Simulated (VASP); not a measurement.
# Si (Im-3m) in VASP: a series of runs

Si is run at these levels: PBE; tasks: single point.

Everything below comes from runs of VASP 6.6.1. Logs are shortened: lines on timing, memory, paths and dates and some standing lists are left out, and cuts for length are marked.

## 1. The cell of the first run

The structure is cubic, space group Im-3m (No. 229). Conventional cell: a = 3.084 Å, b = 3.084 Å, c = 3.084 Å, α = 90.00°, β = 90.00°, γ = 90.00°. Si (site symmetry m-3m) has 14 Si at 2.67 to 3.08 Å within 3.5 Å.

This isn't the form of Si at room conditions, which is diamond.

## 2. Single point, PBE

Input file INCAR:

```
SYSTEM = Si
  PREC = Accurate
  ENCUT = 500
  EDIFF = 1E-6
  ISMEAR = -1
  SIGMA = 0.06122561905347299
  LREAL = .False.
  LASPH = .True.
  NELM = 120
  ALGO = Normal
  ISIF = 2
  LWAVE = .False.
  LCHARG = .True.
  GGA = PE
  LELF = .True.
  LVHAR = .True.
  NBANDS = 8
  GGA_COMPAT = .False.
```

Input file KPOINTS:

```
Automatic mesh
0
Gamma
  50 50 50
  0 0 0
```

Input file POSCAR:

```
Si
1.0
   -1.5420386084      1.5420386084      1.5420386084
    1.5420386084     -1.5420386084      1.5420386084
    1.5420386084      1.5420386084     -1.5420386084
Si
1
Direct
    0.0000000000      0.0000000000      0.0000000000
```

Potentials or basis: VASP PAW PBE potentials, release 64 (Si).

Launch:

```
$ cat potpaw_PBE.64/Si/POTCAR > POTCAR
$ mpirun -np 1 vasp_std > vasp.out
```

OUTCAR:

```text
SYSTEM = Si
   PREC = Accurate
   ENCUT = 500
   EDIFF = 1E-6
   ISMEAR = -1
   LREAL = .False.
   LASPH = .True.
   NELM = 120
   ISIF = 2
   GGA = PE

 ion  position               nearest neighbor table
   1  0.000  0.000  0.000-

  LATTYP: Found a body centered cubic cell.
 ALAT       =     3.0840772168

  Lattice vectors:

 A1 = (  -1.5420386084,   1.5420386084,   1.5420386084)
 A2 = (   1.5420386084,  -1.5420386084,   1.5420386084)
 A3 = (   1.5420386084,   1.5420386084,  -1.5420386084)

Analysis of symmetry for initial positions (statically):
=====================================================================
 Subroutine PRICEL returns:
 Original cell was already a primitive cell.

 Routine SETGRP: Setting up the symmetry group for a
 body centered cubic supercell.

 Subroutine GETGRP returns: Found 48 space group operations
 (whereof 48 operations were pure point group operations)
 out of a pool of 48 trial point group operations.

The static configuration has the point symmetry O_h .

Analysis of symmetry for dynamics (positions and initial velocities):
=====================================================================
 Subroutine PRICEL returns:
 Original cell was already a primitive cell.

 Routine SETGRP: Setting up the symmetry group for a
 body centered cubic supercell.

 Subroutine GETGRP returns: Found 48 space group operations
 (whereof 48 operations were pure point group operations)
 out of a pool of 48 trial point group operations.

The dynamic configuration has the point symmetry O_h .

 Subroutine INISYM returns: Found 48 space group operations
 (whereof 48 operations are pure point group operations),
 and found     1 'primitive' translations

----------------------------------------------------------------------------------------

                                     Primitive cell

  volume of cell :      14.6671

  direct lattice vectors                    reciprocal lattice vectors
    -1.542038608  1.542038608  1.542038608     0.000000000  0.324246097  0.324246097
     1.542038608 -1.542038608  1.542038608     0.324246097  0.000000000  0.324246097
     1.542038608  1.542038608 -1.542038608     0.324246097  0.324246097  0.000000000

  length of vectors
     2.670889217  2.670889217  2.670889217     0.458553228  0.458553228  0.458553228

  position of ions in fractional coordinates (direct lattice)
     0.000000000  0.000000000  0.000000000

  ion indices of the primitive-cell ions
   primitive index   ion index
                 1           1

----------------------------------------------------------------------------------------

 KPOINTS: Automatic mesh

Automatic generation of k-mesh.
 Grid dimensions read from file:
 generate k-points for:   50   50   50

 Generating k-lattice:

  Cartesian coordinates                     Fractional coordinates (reciprocal lattice)
     0.000000000  0.006484922  0.006484922     0.020000000  0.000000000  0.000000000
     0.006484922  0.000000000  0.006484922     0.000000000  0.020000000  0.000000000
     0.006484922  0.006484922  0.000000000     0.000000000  0.000000000  0.020000000

  Length of vectors
     0.009171065  0.009171065  0.009171065

  Shift w.r.t. Gamma in fractional coordinates (k-lattice)
     0.000000000  0.000000000  0.000000000

 Subroutine IBZKPT returns following result:
 ===========================================

 Found   3107 irreducible k-points:

 Following reciprocal coordinates:
            Coordinates               Weight
  0.000000  0.000000  0.000000      1.000000
  0.020000  0.000000  0.000000     12.000000
  0.040000  0.000000  0.000000     12.000000
  0.060000  0.000000  0.000000     12.000000
  0.080000  0.000000  0.000000     12.000000
  0.100000  0.000000  0.000000     12.000000
[... 16 lines left out ...]
  0.440000  0.000000  0.000000     12.000000
  0.460000  0.000000  0.000000     12.000000
 [... further k-points ...]
   k-points           NKPTS =   3107   k-points in BZ     NKDIM =   3107   number of bands    NBANDS=      8
   number of dos      NEDOS =    301   number of ions     NIONS =      1
   total plane-waves  NPLWV =   8000
   dimension x,y,z NGX =    20 NGY =   20 NGZ =   20
   dimension x,y,z NGXF=    40 NGYF=   40 NGZF=   40
   ions per type =               1
   NGX,Y,Z   is equivalent  to a cutoff of  12.45, 12.45, 12.45 a.u.
   NGXF,Y,Z  is equivalent  to a cutoff of  24.90, 24.90, 24.90 a.u.
 SYSTEM =  Si
   PREC   = accura    normal or accurate (medium, high low for compatibility)
   ISTART =      0    job   : 0-new  1-cont  2-samecut
   ICHARG =      2    charge: 1-file 2-atom 10-const
   ISPIN  =      1    spin polarized calculation?
   LNONCOLLINEAR =      F non collinear calculations
   LSORBIT =      F    spin-orbit coupling
   LASPH  =      T    aspherical Exc in radial PAW
   ENCUT  =  500.0 eV  36.75 Ry    6.06 a.u.   4.87  4.87  4.87*2*pi/ulx,y,z
   NELM   =    120;   NELMIN=  2; NELMDL= -5     # of ELM steps
   EDIFF  = 0.1E-05   stopping-criterion for ELM
   LREAL  =      F    real-space projection
   EDIFFG = 0.1E-04   stopping-criterion for IOM
   NSW    =      0    number of steps for IOM
   IBRION =     -1    ionic relax: 0-MD 1-quasi-New 2-CG
   NFREE  =      0    steps in history (QN), initial steepest desc. (CG)
   ISIF   =      2    stress and relaxation
   ISYM   =      2    0-nonsym 1-usesym 2-fastsym
   POTIM  = 0.5000    time-step for ionic-motion
   TEBEG  =    0.0;   TEEND  =   0.0 temperature during run
   PSTRESS=    0.0 pullay stress
   NELECT =       4.0000    total number of electrons
   NUPDOWN=      -1.0000    fix difference up-down
   EMIN   =  10.00;   EMAX   =-10.00  energy-range for DOS
   EFERMI =   0.00;   METHOD = LEGACY
   ISMEAR =    -1;   SIGMA  =   0.06  broadening in eV -4-tet -1-fermi 0-gaus
   EFERMI_NEDOS =   21; number of points for ismear=-14 and -15
   IALGO  =     38    algorithm
   IMIX   =      4    mixing-type and parameters
     AMIX     =   0.40;   BMIX     =  1.00
     AMIX_MAG =   1.60;   BMIX_MAG =  1.00
  volume/ion in A,a.u.               =      14.67        98.98
  Fermi-wavevector in a.u.,A,eV,Ry     =   1.061646  2.006219 15.335011  1.127091
  Thomas-Fermi vector in A             =   2.197069
   LORBIT       =      0    0 simple, 1 ext, 2 COOP (PROOUT), +10 PAW based schemes
   GGA     = PE    functional components
   LHFCALC =     F    Hartree Fock is set to
   AEXX    =    0.0000 exact exchange contribution
   IVDW    =     0    specifies the selected vdW correction
   LEPSILON=     F    determine dielectric tensor
   LRPA    =     F    only Hartree local field effects (RPA)
 non-spin polarized calculation
  energy-cutoff  :      500.00
  volume of cell :       14.67
 maximum number of plane-waves:       386
   NGX =  9   NGY =  9   NGZ =  9

 number of electron       3.9999999 magnetization

 Free energy of the ion-electron system (eV)
  ---------------------------------------------------
  ext. energy  EPLUGINS =         0.00000000
  ---------------------------------------------------
  free energy    TOTEN  =        -4.90455576 eV

  energy without entropy =       -4.89875046  energy(sigma->0) =       -4.90165311

 E-fermi :   9.8543     XC(G=0): -11.1412

 val. band max:        9.8540065399   @ k =  -0.3000   0.3200   0.0600
 cond. band min:       9.8543131913   @ k =  -0.3200   0.3200   0.1400
 fundamental gap:      0.0003066513
 Fermi energy:         9.8542730539

 k-point     1 :       0.0000    0.0000    0.0000
  band No.  band energies     occupation
      1      -4.3263      2.00000
      2      21.2217      0.00000
      3      21.2217      0.00000
      4      21.2217      0.00000
      5      22.3944      0.00000
      6      22.3944      0.00000
      7      22.3944      0.00000
      8      26.0807      0.00000

 k-point     2 :       0.0200    0.0000    0.0000
  band No.  band energies     occupation
      1      -4.3141      2.00000
      2      20.9955      0.00000
      3      21.0360      0.00000
      4      21.2042      0.00000
      5      22.3504      0.00000
      6      22.5461      0.00000
      7      22.6005      0.00000
      8      25.9430      0.00000

 k-point     3 :       0.0400    0.0000    0.0000
  band No.  band energies     occupation
      1      -4.2774      2.00000
      2      20.4897      0.00000
      3      20.6590      0.00000
      4      21.1522      0.00000
      5      22.2235      0.00000
      6      22.8279      0.00000
      7      23.0389      0.00000
      8      25.6246      0.00000

 k-point     4 :       0.0600    0.0000    0.0000
  band No.  band energies     occupation
      1      -4.2163      2.00000
      2      19.8551      0.00000
      3      20.2403      0.00000
      4      21.0669      0.00000
      5      22.0270      0.00000
      6      23.0824      0.00000
      7      23.5600      0.00000
      8      25.2774      0.00000

 k-point     5 :       0.0800    0.0000    0.0000
  band No.  band energies     occupation
      1      -4.1307      2.00000
      2      19.1421      0.00000
      3      19.8203      0.00000
      4      20.9505      0.00000
      5      21.7779      0.00000
      6      23.2368      0.00000
      7      24.1229      0.00000
      8      25.0134      0.00000
[... 177 lines left out ...]
 k-point    22 :       0.4200    0.0000    0.0000
  band No.  band energies     occupation
      1       0.9932      2.00000
      2       5.7216      2.00000
      3      15.4912      0.00000
      4      17.6591      0.00000
      5      18.1065      0.00000
      6      19.8774      0.00000
      7      29.1144      0.00000
      8      29.8569      0.00000

 k-point    23 :       0.4400    0.0000    0.0000
  band No.  band energies     occupation
      1       1.5023      2.00000
      2       5.0610      2.00000
      3      15.4195      0.00000
      4      17.5796      0.00000
      5      18.0418      0.00000
      6      19.8031      0.00000
      7      29.4523      0.00000
      8      30.1803      0.00000

 k-point    24 :       0.4600    0.0000    0.0000
  band No.  band energies     occupation
      1       2.0307      2.00000
      2       4.4242      2.00000
      3      15.3683      0.00000
      4      17.5228      0.00000
      5      17.9954      0.00000
      6      19.7499      0.00000
      7      29.7559      0.00000
      8      30.4462      0.00000

 [... further k-points ...]
[... 5 lines left out ...]
  --------------------------------------------------------------------------------------
  -------------------------------------------------------------------------------------
  Total       -0.0194161     -0.0194161     -0.0194161     -0.0000000     -0.0000000     -0.0000000
  in kB       -2.1209318     -2.1209318     -2.1209318     -0.0000000     -0.0000000     -0.0000000
  external PRESSURE =      -2.1209318 kB  Pullay stress =       0.0000000 kB

 VOLUME and BASIS-vectors are now :
 -----------------------------------------------------------------------------
  energy-cutoff  :      500.00
  volume of cell :       14.67
      direct lattice vectors                 reciprocal lattice vectors
    -1.542038608  1.542038608  1.542038608     0.000000000  0.324246097  0.324246097
     1.542038608 -1.542038608  1.542038608     0.324246097  0.000000000  0.324246097
     1.542038608  1.542038608 -1.542038608     0.324246097  0.324246097  0.000000000

 POSITION                                       TOTAL-FORCE (eV/Angst)
 -----------------------------------------------------------------------------------
      0.00000      0.00000      0.00000        -0.000000      0.000000      0.000000
 -----------------------------------------------------------------------------------
    total drift:                                0.000000      0.000000     -0.000000

  FREE ENERGIE OF THE ION-ELECTRON SYSTEM (eV)
  ---------------------------------------------------
  free  energy   TOTEN  =        -4.9045557575 eV

  energy  without entropy=       -4.8987504630  energy(sigma->0) =       -4.90165311
```

Run time: 2.4 min. Hardware: 1 thread of Oxide Virtual Turin-like, shared host; peak memory 0.34 GiB.

What came out:

* Free energy: -4.9046 eV
* Pressure: -0.2 GPa
* Band gap on the k mesh: zero (bands 2 and 3 overlap by 15.42 eV)

Levels at points of the mesh, in eV from the Fermi level:
```tsv
k point	band 1	band 2	band 3	band 4	band 5
(0.00, 0.00, 0.00)	-14.18	11.37	11.37	11.37	12.54
(0.50, 0.00, 0.00)	-6.88	-6.46	5.47	7.62	8.10
(0.50, 0.50, 0.50)	-0.48	-0.48	-0.48	1.12	2.39
```

[end of part 1 of 2]
